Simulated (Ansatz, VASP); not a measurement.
**One calculation of Bi2Br3, two programs**

```
Bi Br
1.0
     4.91327    0.00000    0.00000
    -2.45664    4.25502    0.00000
     0.00000    0.00000    7.60203
Bi Br
2 3
Direct
  0.66667 0.33333 0.15941
  0.33333 0.66667 0.84059
  0.00000 0.00000 0.00000
  0.33333 0.66667 0.34032
  0.66667 0.33333 0.65968
```

Alike in both runs: functional PBE; dispersion D3(BJ); k mesh 12 × 12 × 6; occupations gaussian, width 0.1 eV; no spin polarisation.

Ansatz relaxed the structure, and its values are those at the end. VASP's run is a single point on that final structure, the one shown.

|  | VASP | Ansatz |
| --- | --- | --- |
| version | VASP 6.6.1 | Ansatz 0.2.0 |
| potentials or method | VASP PAW PBE potentials, release 64 (Bi_d, Br), cutoff 520 eV | scalar-relativistic, plane waves, PAW |
| valence electrons in the cell | 51 | 51 |

|  | VASP | Ansatz | Ansatz less VASP |
| --- | --- | --- | --- |
| gap on the k mesh at the Fermi level (eV) | none | none | - |
| pressure (GPa) | 0.0 | 0.0 | +0.02 |

A gap of «none» marks a metal or a gap that the smearing closes.

Neither program's run includes spin-orbit coupling.
